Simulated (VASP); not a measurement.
TePb: single point with r2SCAN

TePb:

```xyz
2
Lattice="0.0858 3.2678 3.2678 3.2678 0.0858 3.2678 3.3536 3.3536 0.0000" Properties=species:S:1:pos:R:3 pbc="T T T"
Pb    0.0000    0.0000    0.0000
Te    3.3536    3.3536    3.2678
```

This cell differs from its parent crystal: shear xy strain +5.2%.

* Program: VASP 6.6.1
* Task: single point
* Functional: r2SCAN
* Potentials or basis: VASP PAW PBE potentials, release 64 (Pb_d, Te)
* Cutoff: 520 eV
* k mesh: 8 × 8 × 8
* Occupations: gaussian, width 0.01 eV
* Spin: no spin polarisation

| Quantity | Value |
| --- | --- |
| Pressure | 0.0 GPa |
| Band gap on the k mesh | 0.79 eV (least direct gap 1.02 eV) |

Stress tensor (GPa, compression positive):
```
 0.00 -0.81  0.00
-0.81  0.00  0.00
 0.00  0.00 -0.05
```

Levels at points of the mesh, in eV from the valence-band top:
| k point | band 7 | band 8 | band 9 | band 10 | band 11 | band 12 | band 13 | band 14 |
| --- | --- | --- | --- | --- | --- | --- | --- | --- |
| (0.00, 0.00, 0.00) | -5.85 | -1.68 | -1.48 | -1.24 | 4.13 | 4.19 | 4.31 | 5.85 |
| (0.50, 0.00, 0.00) | -8.76 | -1.14 | -1.05 | -0.23 | 0.79 | 1.22 | 1.39 | 8.83 |
| (0.50, 0.50, 0.00) | -7.57 | -4.53 | -3.12 | -2.61 | 3.65 | 5.50 | 5.71 | 6.85 |
| (0.00, 0.00, 0.50) | -8.89 | -1.01 | -0.86 | 0.00 | 1.05 | 1.49 | 1.59 | 8.68 |
| (0.50, 0.00, 0.50) | -7.56 | -4.53 | -2.88 | -2.87 | 3.62 | 5.49 | 5.59 | 6.83 |

Wall time 8.4 min on 1 thread of Intel Xeon 8259CL (shared host), peak memory 0.3 GiB.

Caveat: the cell differs from its parent crystal (shear xy strain +5.2%); the PAW data sets were made with another functional, which shifts forces and pressure a little; spin-orbit coupling is left out, which moves the levels of the heavy elements. A k mesh can miss the band edges.
